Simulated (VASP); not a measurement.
## BN: relaxation of cell and atoms with r2SCAN

The system is BN.

```
B N
1.0
     2.55443    0.00000    0.00000
    -1.27722    2.21220    0.00000
     0.00000    0.00000    4.22443
B N
2 2
Direct
  0.33333 0.66667 0.00019
  0.66667 0.33333 0.50019
  0.33333 0.66667 0.37481
  0.66667 0.33333 0.87481
```

```yaml
Program: VASP 6.6.1
Task: relaxation of cell and atoms
Functional: r2SCAN
Potentials_or_basis: VASP PAW PBE potentials, release 64 (B, N)
Cutoff: 600 eV
k_mesh: 12 × 12 × 6
Occupations: fermi-dirac, width 0.02 eV
Spin: no spin polarisation
Dipole_correction: no
Further_INCAR_settings: ALGO = Normal; EDIFF = 1e-07; IBRION = 2; EDIFFG = -0.005; NSW = 80; ISIF = 3
```

| Quantity | Value |
| --- | --- |
| Relaxed volume | 5.91 Å³/atom |
| Relaxed cell | a = 2.547 Å, b = 2.547 Å, c = 4.212 Å, α = 90.00°, β = 90.00°, γ = 120.00° |
| Space group after relaxing (to 0.1 Å) | P6_3mc (No. 186) |
| Energy gained by relaxing | 0.6 meV/atom |
| Ionic steps | 6 |
| Pressure after relaxing | -0.1 GPa |
| Band gap on the k mesh | 5.72 eV (least direct gap 8.97 eV) |

The path:
| step | energy change (eV) | largest force (eV/Å) | pressure (GPa) | volume (Å³) |
| --- | --- | --- | --- | --- |
| 1 | 0.0000 | 0.0040 | -3.52 | 23.87 |
| 2 | 0.0004 | 0.0199 | 3.94 | 23.42 |
| 3 | -0.0024 | 0.0073 | 0.00 | 23.65 |
| 4 | -0.0024 | 0.0070 | -0.07 | 23.66 |
| 5 | -0.0024 | 0.0073 | -0.06 | 23.66 |
| 6 | -0.0024 | 0.0003 | -0.07 | 23.66 |

Final structure:
```
CELL_PARAMETERS angstrom
2.54668 0.00000 0.00000
-1.27334 2.20549 0.00000
0.00000 0.00000 4.21215
ATOMIC_POSITIONS crystal
B 0.33333 0.66667 0.00021
B 0.66667 0.33333 0.50021
N 0.33333 0.66667 0.37479
N 0.66667 0.33333 0.87479
```

Levels at points of the mesh, in eV from the valence-band top:
```
           k point  band 6  band 7  band 8  band 9  band 10  band 11
(0.00, 0.00, 0.00)   -0.27    0.00    0.00    9.06     9.06     9.29
(0.50, 0.00, 0.00)   -5.18   -4.52   -2.19    7.29     8.59    11.36
(0.00, 0.00, 0.50)   -1.22   -1.22   -1.22   10.21    10.21    10.67
(0.50, 0.00, 0.50)   -3.91   -3.72   -3.72    7.19     7.19    10.70
```

It took 11 min on 1 thread of AMD EPYC 7R43 64-Core Processor (Zen 3), on a shared host, peak memory 0.11 GiB.

Caveat: the PAW data sets were made with another functional, which shifts forces and pressure a little. A k mesh can miss the band edges.
